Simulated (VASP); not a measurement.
# Ti (P6_3/mmc) in VASP: further runs

Runs on Ti. Level: PBEsol. Tasks: single point.

All numbers are computed with VASP 6.6.1; they aren't measurements. Logs are shortened: lines on timing, memory, paths and dates and some standing lists are left out, and cuts for length are marked.

### 1 The cell of the first run

The structure is hexagonal, space group P6_3/mmc (No. 194). Conventional cell: a = 2.990 Å, b = 2.990 Å, c = 4.560 Å, α = 90.00°, β = 90.00°, γ = 120.00°. Ti (site symmetry -6m2) has 12 Ti at 2.86 to 2.99 Å within 3.8 Å.

### 2 Single point, PBEsol

Input file INCAR:

```
ALGO = Fast
EDIFF = 1E-6
ENCUT = 520
GGA = PS
ISIF = 2
ISMEAR = 0
LASPH = True
LCHARG = False
LREAL = False
LWAVE = False
NBANDS = 19
NELM = 80
PREC = Accurate
SIGMA = 0.15
```

Input file KPOINTS:

```
k-points
0
Gamma
  24 24 12
```

Input file POSCAR:

```
Ti
1.0
    2.9904138122      0.0000000000      0.0000000000
   -1.4952069061      2.5897743292      0.0000000000
    0.0000000000      0.0000000000      4.5601917682
Ti
2
Direct
    0.3333333333      0.6666666667      0.2500000000
    0.6666666667      0.3333333333      0.7500000000
```

Potentials or basis: VASP PAW PBE potentials, release 64 (Ti_sv).

On the command line:

```console
$ cat potpaw_PBE.64/Ti_sv/POTCAR > POTCAR
$ mpirun -np 1 vasp_std > vasp.out
```

OUTCAR:

```text
EDIFF = 1E-6
   ENCUT = 520
   GGA = PS
   ISIF = 2
   ISMEAR = 0
   LASPH = True
   LREAL = False
   NELM = 80
   PREC = Accurate

 ion  position               nearest neighbor table
   1  0.333  0.667  0.250-   2 2.86   2 2.86   2 2.86   2 2.86   2 2.86   2 2.86
   2  0.667  0.333  0.750-   1 2.86   1 2.86   1 2.86   1 2.86   1 2.86   1 2.86

  LATTYP: Found a hexagonal cell.
 ALAT       =     2.9904138122
 C/A-ratio  =     1.5249366993

  Lattice vectors:

 A1 = (   2.9904138122,   0.0000000000,   0.0000000000)
 A2 = (  -1.4952069061,   2.5897743292,   0.0000000000)
 A3 = (   0.0000000000,   0.0000000000,   4.5601917682)

Analysis of symmetry for initial positions (statically):
=====================================================================
 Subroutine PRICEL returns:
 Original cell was already a primitive cell.

 Routine SETGRP: Setting up the symmetry group for a
 hexagonal supercell.

 Subroutine GETGRP returns: Found 24 space group operations
 (whereof 12 operations were pure point group operations)
 out of a pool of 24 trial point group operations.

The static configuration has the point symmetry D_3d.
 The point group associated with its full space group is D_6h.

Analysis of symmetry for dynamics (positions and initial velocities):
=====================================================================
 Subroutine PRICEL returns:
 Original cell was already a primitive cell.

 Routine SETGRP: Setting up the symmetry group for a
 hexagonal supercell.

 Subroutine GETGRP returns: Found 24 space group operations
 (whereof 12 operations were pure point group operations)
 out of a pool of 24 trial point group operations.

The dynamic configuration has the point symmetry D_3d.
 The point group associated with its full space group is D_6h.

 Subroutine INISYM returns: Found 24 space group operations
 (whereof 12 operations are pure point group operations),
 and found     1 'primitive' translations

----------------------------------------------------------------------------------------

                                     Primitive cell

  volume of cell :      35.3164

  direct lattice vectors                    reciprocal lattice vectors
     2.990413812  0.000000000  0.000000000     0.334401880  0.193067015  0.000000000
    -1.495206906  2.589774329  0.000000000     0.000000000  0.386134031  0.000000000
     0.000000000  0.000000000  4.560191768     0.000000000  0.000000000  0.219289024

[... 82 lines left out ...]
   NELM   =     80;   NELMIN=  2; NELMDL= -5     # of ELM steps
   EDIFF  = 0.1E-05   stopping-criterion for ELM
   LREAL  =      F    real-space projection
   EDIFFG = 0.1E-04   stopping-criterion for IOM
   NSW    =      0    number of steps for IOM
   IBRION =     -1    ionic relax: 0-MD 1-quasi-New 2-CG
   NFREE  =      0    steps in history (QN), initial steepest desc. (CG)
   ISIF   =      2    stress and relaxation
   ISYM   =      2    0-nonsym 1-usesym 2-fastsym
   POTIM  = 0.5000    time-step for ionic-motion
   TEBEG  =    0.0;   TEEND  =   0.0 temperature during run
   PSTRESS=    0.0 pullay stress
   NELECT =      24.0000    total number of electrons
   NUPDOWN=      -1.0000    fix difference up-down
   EMIN   =  10.00;   EMAX   =-10.00  energy-range for DOS
   EFERMI =   0.00;   METHOD = LEGACY
   ISMEAR =     0;   SIGMA  =   0.15  broadening in eV -4-tet -1-fermi 0-gaus
   EFERMI_NEDOS =   21; number of points for ismear=-14 and -15
   IALGO  =     68    algorithm
   IMIX   =      4    mixing-type and parameters
     AMIX     =   0.40;   BMIX     =  1.00
     AMIX_MAG =   1.60;   BMIX_MAG =  1.00
  volume/ion in A,a.u.               =      17.66       119.16
  Fermi-wavevector in a.u.,A,eV,Ry     =   1.439306  2.719894 28.185854  2.071602
  Thomas-Fermi vector in A             =   2.558176
   LORBIT       =      0    0 simple, 1 ext, 2 COOP (PROOUT), +10 PAW based schemes
   GGA     = PS    functional components
   LHFCALC =     F    Hartree Fock is set to
   AEXX    =    0.0000 exact exchange contribution
   IVDW    =     0    specifies the selected vdW correction
   LEPSILON=     F    determine dielectric tensor
   LRPA    =     F    only Hartree local field effects (RPA)
 non-spin polarized calculation
 RMM-DIIS sequential band-by-band and
 Gauss-broadening in eV      SIGMA  =   0.15
  energy-cutoff  :      520.00
  volume of cell :       35.32
 maximum number of plane-waves:      1001
 NGX is ok and might be reduce to    24

 number of electron      24.0000013 magnetization

 Free energy of the ion-electron system (eV)
  ---------------------------------------------------
  ext. energy  EPLUGINS =         0.00000000
  ---------------------------------------------------
  free energy    TOTEN  =       -16.64295099 eV

  energy without entropy =      -16.61885617  energy(sigma->0) =      -16.63090358

 E-fermi :   8.0423     XC(G=0): -11.5548

 val. band max:        8.0414956746   @ k =   0.0833   0.0000   0.2500
 cond. band min:       8.0454889436   @ k =   0.0833   0.0833   0.4167
 fundamental gap:      0.0039932690
 Fermi energy:         8.0422704572

 k-point     1 :       0.0000    0.0000    0.0000
  band No.  band energies     occupation
      1     -48.6319      2.00000
      2     -48.4824      2.00000
      3     -25.3333      2.00000
      4     -24.7121      2.00000
      5     -24.7121      2.00000
      6     -24.6011      2.00000
[... 505 lines left out ...]
      6     -24.8459      2.00000
[... 11 lines left out ...]
     18      11.6081      0.00000
     19      12.2141      0.00000

 [... further k-points ...]

------------------------ aborting loop because EDIFF is reached ----------------------------------------

  FORCE on cell =-STRESS in cart. coord.  units (eV):
  Direction    XX          YY          ZZ          XY          YZ          ZX
  --------------------------------------------------------------------------------------
  -------------------------------------------------------------------------------------
  Total       -1.6017680     -1.6017680     -0.7993083      0.0000000     -0.0000000      0.0000000
  in kB      -72.6664370    -72.6664370    -36.2617376      0.0000000     -0.0000000      0.0000000
  external PRESSURE =     -60.5315372 kB  Pullay stress =       0.0000000 kB

 VOLUME and BASIS-vectors are now :
 -----------------------------------------------------------------------------
  energy-cutoff  :      520.00
  volume of cell :       35.32
      direct lattice vectors                 reciprocal lattice vectors
     2.990413812  0.000000000  0.000000000     0.334401880  0.193067015  0.000000000
    -1.495206906  2.589774329  0.000000000     0.000000000  0.386134031  0.000000000
     0.000000000  0.000000000  4.560191768     0.000000000  0.000000000  0.219289024

 POSITION                                       TOTAL-FORCE (eV/Angst)
 -----------------------------------------------------------------------------------
     -0.00000      1.72652      1.14005         0.000000     -0.000000      0.000000
      1.49521      0.86326      3.42014        -0.000000      0.000000      0.000000
 -----------------------------------------------------------------------------------
    total drift:                               -0.000000      0.000000     -0.000000

  FREE ENERGIE OF THE ION-ELECTRON SYSTEM (eV)
  ---------------------------------------------------
  free  energy   TOTEN  =       -16.6429509913 eV

  energy  without entropy=      -16.6188561728  energy(sigma->0) =      -16.63090358
```

OSZICAR:

```text
N       E                     dE             d eps       ncg     rms          rms(c)
DAV:   1     0.261196013125E+03    0.26120E+03   -0.13045E+04 16258   0.157E+03
DAV:   2     0.110689933979E+02   -0.25013E+03   -0.24605E+03 16631   0.439E+02
DAV:   3    -0.177703060425E+02   -0.28839E+02   -0.28499E+02 30391   0.123E+02
[... 26 lines left out ...]
RMM:  30    -0.166429456822E+02   -0.23741E-05   -0.28204E-05 17939   0.207E-02    0.864E-03
RMM:  31    -0.166429476689E+02   -0.19867E-05   -0.23190E-05 17293   0.185E-02    0.951E-03
RMM:  32    -0.166429489060E+02   -0.12372E-05   -0.15497E-05 18340   0.173E-02    0.945E-03
RMM:  33    -0.166429502167E+02   -0.13107E-05   -0.15657E-05 17210   0.155E-02    0.100E-02
RMM:  34    -0.166429509913E+02   -0.77463E-06   -0.99397E-06 16648   0.142E-02
   1 F= -.16642951E+02 E0= -.16630904E+02  d E =-.240948E-01
```

It took 18 min on 1 thread of Intel Xeon 8259CL, shared host; peak memory 0.35 GiB.

Results:

```yaml
Free_energy: -16.6430 eV
Pressure: -6.1 GPa
Band_gap_on_the_k_mesh: zero (bands 12 and 13 overlap by 1.09 eV)
```

Caveat: the cell stands under tension; the PAW data sets were made with another functional, which shifts forces and pressure a little.

### 3 Single point, PBEsol

This run uses another cell than the first one, of the same volume but with other edges.

Input file INCAR:

```
SYSTEM = Ti
PREC     = Accurate       ! precision mode
ENCUT    = 520            ! plane-wave cutoff, eV
EDIFF    = 1E-7           ! SCF threshold, eV
ISMEAR   = 0              ! smearing method
SIGMA    = 0.15           ! smearing width, eV
LREAL    = .False.        ! projectors in reciprocal space
LASPH    = .True.         ! aspherical terms in the spheres
NELM     = 100            ! most SCF steps
ALGO     = Fast           ! electronic algorithm
ISIF     = 2              ! what is computed and relaxed
LWAVE    = .False.        ! write WAVECAR
LCHARG   = .False.        ! write CHGCAR
GGA      = PS             ! functional
NBANDS   = 19             ! bands
```

Input file KPOINTS:

```
Automatic mesh
0
Gamma
  24 24 12
  0 0 0
```

Input file POSCAR:

```
Ti
1.0
    2.9024089280      0.0000000000      0.0000000000
   -1.4512044640      2.5135598638      0.0000000000
    0.0000000000      0.0000000000      4.8409264427
Ti
2
Direct
    0.3333333333      0.6666666667      0.2500000000
    0.6666666667      0.3333333333      0.7500000000
```

Potentials or basis: VASP PAW PBE potentials, release 64 (Ti_sv).

On the command line:

```console
$ cat potpaw_PBE.64/Ti_sv/POTCAR > POTCAR
$ mpirun -np 1 vasp_std > vasp.out
```

It took 18 min on 1 thread of Intel Xeon 8259CL, shared host; peak memory 0.35 GiB.

Results (log left out):

* Free energy: -16.6309 eV
* Pressure: -6.1 GPa
* Band gap on the k mesh: zero (bands 12 and 13 overlap by 0.88 eV)

Stress tensor (GPa, compression positive):
```
-4.30  0.00  0.00
 0.00 -4.30  0.00
 0.00  0.00 -9.67
```

Levels at points of the mesh, in eV from the Fermi level:
| k point | band 10 | band 11 | band 12 | band 13 | band 14 | band 15 |
| --- | --- | --- | --- | --- | --- | --- |
| (0.00, 0.00, 0.00) | -2.69 | 0.31 | 0.58 | 0.84 | 0.84 | 1.25 |
| (0.50, 0.00, 0.00) | -2.08 | -1.84 | -0.42 | 0.44 | 0.74 | 0.98 |
| (0.00, 0.00, 0.50) | -4.43 | -0.09 | -0.09 | 0.81 | 0.81 | 0.81 |
| (0.50, 0.00, 0.50) | -2.49 | -0.88 | -0.88 | 1.36 | 1.36 | 1.86 |

Caveat: the stress differs along the axes, from -10 to -4 GPa; the PAW data sets were made with another functional, which shifts forces and pressure a little.
